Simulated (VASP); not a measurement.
# H16SO10 in VASP: single point with r2SCAN

Aim: the single point of H16SO10 with r2SCAN.

All numbers are computed with VASP 6.6.1; they aren't measurements. Logs are shortened: lines on timing, memory, paths and dates and some standing lists are left out, and cuts for length are marked.

### 1 The cell of the first run

The cell holds a disordered packing, 27 atoms: a = 6.806 Å, b = 6.806 Å, c = 6.806 Å, α = 90.00°, β = 90.00°, γ = 90.00°.

### 2 Single point, r2SCAN

File POSCAR:

```
H16SO10
1.0
    6.8057460000      0.0000000000      0.0000000000
    0.0000000000      6.8057460000      0.0000000000
    0.0000000000      0.0000000000      6.8057460000
O H S
10 16 1
Direct
    0.2008449919      0.4301071477      0.8484007484
    0.3882160751      0.6995265471      1.0654967141
    0.1721192651      0.9286858487      0.8298575939
    0.4624621607     -0.0132388132      0.3679684784
    0.7278555503      0.8360729301      0.5978183729
    0.8446539145      0.2103810515      0.8859425550
    0.7779602706      0.6171696681      0.1721486520
    0.1207509067      0.6958531805      0.4753777176
    0.9765277752      0.2022849516      0.3339237168
    0.7112960137      0.3649857047      0.5185912022
    0.1887522690      0.4901299578      0.7202590282
    0.0781839346      0.3598429915      0.8739673799
    0.3620176245      0.8041881081      0.9787758756
    0.3192155570      0.5872390771      1.0049155522
    0.1719282500      0.8641962248      0.7022007580
    0.2410316224      1.0488343232      0.8063480477
    0.3688941668      0.0934063657      0.3323515159
    0.4449034683     -0.1153730980      0.2694928668
    0.6002868752      0.8648427373      0.5431292910
    0.7139261442      0.7027738032      0.6378286818
    0.7548621415      0.2326416531      0.7832058381
    0.8812406458      0.0730265279      0.8734824955
    0.8760685456      0.6332296268      0.0757595126
    0.6555636957      0.6416783700      0.0966830087
   -0.0138853257      0.7358341025      0.4397166747
    0.2026963686      0.7351582031      0.3675276744
    0.7762558285      0.2825994388      0.3301034156
```

File INCAR.step1:

```
SYSTEM = H16SO10
PREC     = Accurate       ! precision mode
ENCUT    = 1100           ! plane-wave cutoff, eV
ISMEAR   = -1             ! smearing method
SIGMA    = 0.05           ! smearing width, eV
LREAL    = Auto         
LASPH    = .True.         ! aspherical terms in the spheres
NELM     = 120            ! most SCF steps
NBANDS   = 60             ! bands
GGA      = PE             ! functional
ALGO     = Normal         ! electronic algorithm
EDIFF    = 1E-5           ! SCF threshold, eV
LWAVE    = .True.         ! write WAVECAR
LCHARG   = .False.        ! write CHGCAR
GGA_COMPAT= .False.
```

File INCAR.step2:

```
SYSTEM = H16SO10
PREC     = Accurate       ! precision mode
ENCUT    = 1100           ! plane-wave cutoff, eV
EDIFF    = 1E-6           ! SCF threshold, eV
ISMEAR   = -1             ! smearing method
SIGMA    = 0.05           ! smearing width, eV
LREAL    = Auto         
LASPH    = .True.         ! aspherical terms in the spheres
NELM     = 120            ! most SCF steps
ALGO     = Normal         ! electronic algorithm
ISIF     = 2              ! what is computed and relaxed
LWAVE    = .False.        ! write WAVECAR
LCHARG   = .False.        ! write CHGCAR
METAGGA  = R2SCAN         ! meta-GGA
LMIXTAU  = .True.       
NBANDS   = 60             ! bands
ISTART   = 1            
GGA_COMPAT= .False.
```

File KPOINTS:

```
regular mesh
0
Gamma
  1 1 1
  0 0 0
```

Potentials or basis: VASP PAW PBE potentials, release 64 (O_h, H_h, S).

On the command line:

```
> cat potpaw_PBE.64/O_h/POTCAR potpaw_PBE.64/H_h/POTCAR potpaw_PBE.64/S/POTCAR > POTCAR
> cp INCAR.step1 INCAR
> mpirun -np 1 vasp_gam > vasp.out
> cp INCAR.step2 INCAR
> mpirun -np 1 vasp_gam > vasp.out
```

OUTCAR:

```text
SYSTEM = H16SO10
   PREC = Accurate
   ENCUT = 1100
   EDIFF = 1E-6
   ISMEAR = -1
   LREAL = Auto
   LASPH = .True.
   NELM = 120
   ISIF = 2
   METAGGA = R2SCAN
   ISTART = 1

 ion  position               nearest neighbor table
   1  0.201  0.430  0.848-  11 0.97  12 0.98
   2  0.388  0.700  0.065-  13 0.94  14 0.99
   3  0.172  0.929  0.830-  16 0.96  15 0.97
   4  0.462  0.987  0.368-  18 0.97  17 1.00
   5  0.728  0.836  0.598-  20 0.95  19 0.96
   6  0.845  0.210  0.886-  21 0.94  22 0.97
   7  0.778  0.617  0.172-  23 0.94  24 0.99
   8  0.121  0.696  0.475-  26 0.96  25 0.99
   9  0.977  0.202  0.334-  27 1.47
  10  0.711  0.365  0.519-  27 1.47
  11  0.189  0.490  0.720-   1 0.97
  12  0.078  0.360  0.874-   1 0.98
  13  0.362  0.804  0.979-   2 0.94
  14  0.319  0.587  0.005-   2 0.99
[... 10 lines left out ...]
  25  0.986  0.736  0.440-   8 0.99
  26  0.203  0.735  0.368-   8 0.96
  27  0.776  0.283  0.330-  10 1.47   9 1.47

  LATTYP: Found a simple cubic cell.
 ALAT       =     6.8057460000

  Lattice vectors:

 A1 = (   6.8057460000,   0.0000000000,   0.0000000000)
 A2 = (   0.0000000000,   6.8057460000,   0.0000000000)
 A3 = (   0.0000000000,   0.0000000000,   6.8057460000)

Analysis of symmetry for initial positions (statically):
=====================================================================
 Subroutine PRICEL returns:
 Original cell was already a primitive cell.

 Routine SETGRP: Setting up the symmetry group for a
 simple cubic supercell.

 Subroutine GETGRP returns: Found  1 space group operations
 (whereof  1 operations were pure point group operations)
 out of a pool of 48 trial point group operations.

The static configuration has the point symmetry C_1 .

Analysis of symmetry for dynamics (positions and initial velocities):
=====================================================================
 Subroutine PRICEL returns:
 Original cell was already a primitive cell.

 Routine SETGRP: Setting up the symmetry group for a
 simple cubic supercell.

 Subroutine GETGRP returns: Found  1 space group operations
 (whereof  1 operations were pure point group operations)
 out of a pool of 48 trial point group operations.

The dynamic configuration has the point symmetry C_1 .

 Subroutine INISYM returns: Found  1 space group operations
 (whereof  1 operations are pure point group operations),
 and found     1 'primitive' translations

----------------------------------------------------------------------------------------

                                     Primitive cell

  volume of cell :     315.2298

  direct lattice vectors                    reciprocal lattice vectors
     6.805746000  0.000000000  0.000000000     0.146934664  0.000000000  0.000000000
     0.000000000  6.805746000  0.000000000     0.000000000  0.146934664  0.000000000
     0.000000000  0.000000000  6.805746000     0.000000000  0.000000000  0.146934664

  length of vectors
     6.805746000  6.805746000  6.805746000     0.146934664  0.146934664  0.146934664

  position of ions in fractional coordinates (direct lattice)
     0.200844992  0.430107148  0.848400748
     0.388216075  0.699526547  0.065496714
     0.172119265  0.928685849  0.829857594
     0.462462161  0.986761187  0.367968478
     0.727855550  0.836072930  0.597818373
     0.844653915  0.210381052  0.885942555
[... 19 lines left out ...]
     0.202696369  0.735158203  0.367527674
     0.776255828  0.282599439  0.330103416

  ion indices of the primitive-cell ions
   primitive index   ion index
                 1           1
                 2           2
                 3           3
                 4           4
                 5           5
                 6           6
[... 19 lines left out ...]
                26          26
                27          27

----------------------------------------------------------------------------------------

 KPOINTS: regular mesh

Automatic generation of k-mesh.
 Grid dimensions read from file:
 generate k-points for:    1    1    1

 Generating k-lattice:

  Cartesian coordinates                     Fractional coordinates (reciprocal lattice)
     0.146934664  0.000000000  0.000000000     1.000000000  0.000000000  0.000000000
     0.000000000  0.146934664  0.000000000     0.000000000  1.000000000  0.000000000
     0.000000000  0.000000000  0.146934664     0.000000000  0.000000000  1.000000000

  Length of vectors
     0.146934664  0.146934664  0.146934664

  Shift w.r.t. Gamma in fractional coordinates (k-lattice)
     0.000000000  0.000000000  0.000000000

 Subroutine IBZKPT returns following result:
 ===========================================

 Found      1 irreducible k-points:

 Following reciprocal coordinates:
            Coordinates               Weight
  0.000000  0.000000  0.000000      1.000000
   k-points           NKPTS =      1   k-points in BZ     NKDIM =      1   number of bands    NBANDS=     60
   number of dos      NEDOS =    301   number of ions     NIONS =     27
   total plane-waves  NPLWV = 512000
   dimension x,y,z NGX =    80 NGY =   80 NGZ =   80
   dimension x,y,z NGXF=   160 NGYF=  160 NGZF=  160
   ions per type =              10  16   1
   NGX,Y,Z   is equivalent  to a cutoff of  19.54, 19.54, 19.54 a.u.
   NGXF,Y,Z  is equivalent  to a cutoff of  39.08, 39.08, 39.08 a.u.
 SYSTEM =  H16SO10
   PREC   = accura    normal or accurate (medium, high low for compatibility)
   ISTART =      1    job   : 0-new  1-cont  2-samecut
   ICHARG =      0    charge: 1-file 2-atom 10-const
   ISPIN  =      1    spin polarized calculation?
   LNONCOLLINEAR =      F non collinear calculations
   LSORBIT =      F    spin-orbit coupling
   LASPH  =      T    aspherical Exc in radial PAW
   ENCUT  = 1100.0 eV  80.85 Ry    8.99 a.u.  18.40 18.40 18.40*2*pi/ulx,y,z
   NELM   =    120;   NELMIN=  2; NELMDL=  0     # of ELM steps
   EDIFF  = 0.1E-05   stopping-criterion for ELM
   LREAL  =      T    real-space projection
   EDIFFG = 0.1E-04   stopping-criterion for IOM
   NSW    =      0    number of steps for IOM
   IBRION =     -1    ionic relax: 0-MD 1-quasi-New 2-CG
   NFREE  =      0    steps in history (QN), initial steepest desc. (CG)
   ISIF   =      2    stress and relaxation
   ISYM   =      2    0-nonsym 1-usesym 2-fastsym
   POTIM  = 0.5000    time-step for ionic-motion
   TEBEG  =    0.0;   TEEND  =   0.0 temperature during run
   PSTRESS=    0.0 pullay stress
   NELECT =      82.0000    total number of electrons
   NUPDOWN=      -1.0000    fix difference up-down
   EMIN   =  10.00;   EMAX   =-10.00  energy-range for DOS
   EFERMI =   0.00;   METHOD = LEGACY
   ISMEAR =    -1;   SIGMA  =   0.05  broadening in eV -4-tet -1-fermi 0-gaus
   EFERMI_NEDOS =   21; number of points for ismear=-14 and -15
   IALGO  =     38    algorithm
   IMIX   =      4    mixing-type and parameters
     AMIX     =   0.40;   BMIX     =  1.00
     AMIX_MAG =   1.60;   BMIX_MAG =  1.00
  volume/ion in A,a.u.               =      11.68        78.79
  Fermi-wavevector in a.u.,A,eV,Ry     =   1.045050  1.974858 14.859322  1.092129
  Thomas-Fermi vector in A             =   2.179829
   LORBIT       =      0    0 simple, 1 ext, 2 COOP (PROOUT), +10 PAW based schemes
   METAGGA = R2SCAN    functional components
   LHFCALC =     F    Hartree Fock is set to
   AEXX    =    0.0000 exact exchange contribution
   IVDW    =     0    specifies the selected vdW correction
   LEPSILON=     F    determine dielectric tensor
   LRPA    =     F    only Hartree local field effects (RPA)
 non-spin polarized calculation
  energy-cutoff  :     1100.00
  volume of cell :      315.23
 maximum number of plane-waves:     13001
 NGX is ok and might be reduce to    80
   NGX = 37   NGY = 37   NGZ = 37

 number of electron      82.0000001 magnetization

 Free energy of the ion-electron system (eV)
  ---------------------------------------------------
  ext. energy  EPLUGINS =         0.00000000
  ---------------------------------------------------
  free energy    TOTEN  =      -149.67260380 eV

  energy without entropy =     -149.67260380  energy(sigma->0) =     -149.67260380

 E-fermi :  -2.4951     XC(G=0):  -7.0093

 val. band max:       -3.6891045235   @ k =   0.0000   0.0000   0.0000
 cond. band min:       0.2635722230   @ k =   0.0000   0.0000   0.0000
 fundamental gap:      3.9526767466
 Fermi energy:        -2.4950599722

 k-point     1 :       0.0000    0.0000    0.0000
  band No.  band energies     occupation
      1     -25.4786      2.00000
      2     -23.7084      2.00000
      3     -23.4773      2.00000
      4     -23.4288      2.00000
      5     -23.1816      2.00000
      6     -23.0835      2.00000
[... 45 lines left out ...]
     52       6.8565      0.00000
     53       6.9943      0.00000
 [bands above 53 left out]

------------------------ aborting loop because EDIFF is reached ----------------------------------------

  FORCE on cell =-STRESS in cart. coord.  units (eV):
  Direction    XX          YY          ZZ          XY          YZ          ZX
  --------------------------------------------------------------------------------------
  -------------------------------------------------------------------------------------
  Total       -3.3173562     -0.3622293     -0.0466028      1.5665280     -2.4367374      0.8734436
  in kB      -16.8606952     -1.8410558     -0.2368621      7.9619884    -12.3848887      4.4393384
  external PRESSURE =      -6.3128711 kB  Pullay stress =       0.0000000 kB

 VOLUME and BASIS-vectors are now :
 -----------------------------------------------------------------------------
  energy-cutoff  :     1100.00
  volume of cell :      315.23
      direct lattice vectors                 reciprocal lattice vectors
     6.805746000  0.000000000  0.000000000     0.146934664  0.000000000  0.000000000
     0.000000000  6.805746000  0.000000000     0.000000000  0.146934664  0.000000000
     0.000000000  0.000000000  6.805746000     0.000000000  0.000000000  0.146934664

 POSITION                                       TOTAL-FORCE (eV/Angst)
 -----------------------------------------------------------------------------------
      1.36690      2.92720      5.77400         0.092040     -0.114136      0.187354
      2.64210      4.76080      0.44575         0.926772     -1.230925      1.319403
      1.17140      6.32040      5.64780         0.122922     -0.103308     -0.055197
      3.14740      6.71565      2.50430        -1.171210      1.127910     -0.590547
      4.95360      5.69010      4.06860         0.294631      0.061341      0.403285
      5.74850      1.43180      6.02950         0.848045     -0.372717      1.248600
[... 19 lines left out ...]
      1.37950      5.00330      2.50130         0.037954     -0.041198     -0.227601
      5.28300      1.92330      2.24660         1.403235     -0.420466      1.424723
 -----------------------------------------------------------------------------------
    total drift:                               -0.001930     -0.009935     -0.011335

  FREE ENERGIE OF THE ION-ELECTRON SYSTEM (eV)
  ---------------------------------------------------
  free  energy   TOTEN  =      -149.6726037980 eV

  energy  without entropy=     -149.6726037979  energy(sigma->0) =     -149.67260380
```

Run time: 6.2 min. Hardware: 1 thread of Intel Xeon Platinum 8375C at 2.90GHz (Ice Lake), shared host; peak memory 1.1 GiB.

What came out:

| Quantity | Value |
| --- | --- |
| Free energy | -149.6726 eV |
| Pressure | -0.6 GPa |
| Largest force | 2.043 eV/Å |

Forces in eV/Å, atoms in the order of the input:
```
O    0.092 -0.114  0.187
O    0.927 -1.231  1.319
O    0.123 -0.103 -0.055
O   -1.171  1.128 -0.591
O    0.295  0.061  0.403
O    0.848 -0.373  1.249
O   -1.151  0.235  0.050
O   -0.740  0.130  0.268
O   -1.601  0.796 -0.185
O    0.230 -0.469 -1.264
H   -0.220 -0.062 -0.094
H   -0.164 -0.020 -0.251
H   -0.719  1.039 -1.096
H   -0.077  0.091 -0.012
H   -0.237 -0.152 -0.222
H    0.009  0.532 -0.099
H    0.748 -1.153  0.415
H    0.019  0.086 -0.145
H   -0.024  0.468 -0.230
H    0.139 -0.691  0.205
H   -0.699  0.302 -1.138
H    0.105  0.231 -0.103
H    1.120  0.016 -0.744
H    0.104 -0.160  0.689
H    0.604 -0.126  0.245
H    0.038 -0.041 -0.228
S    1.403 -0.420  1.425
```

Stress tensor (GPa, compression positive):
```
-1.69  0.80  0.44
 0.80 -0.18 -1.24
 0.44 -1.24 -0.02
```

Levels at points of the mesh, in eV from the Fermi level:
| k point | band 37 | band 38 | band 39 | band 40 | band 41 | band 42 | band 43 | band 44 | band 45 | band 46 |
| --- | --- | --- | --- | --- | --- | --- | --- | --- | --- | --- |
| (0.00, 0.00, 0.00) | -1.78 | -1.67 | -1.42 | -1.33 | -1.19 | 2.76 | 4.40 | 6.84 | 7.03 | 7.33 |

Caveat: the k points lie up to 0.92 Å⁻¹ apart, too coarse for converged energies, forces and pressures; the atoms stand as in a frame of molecular dynamics; the PAW data sets were made with another functional, which shifts forces and pressure a little.
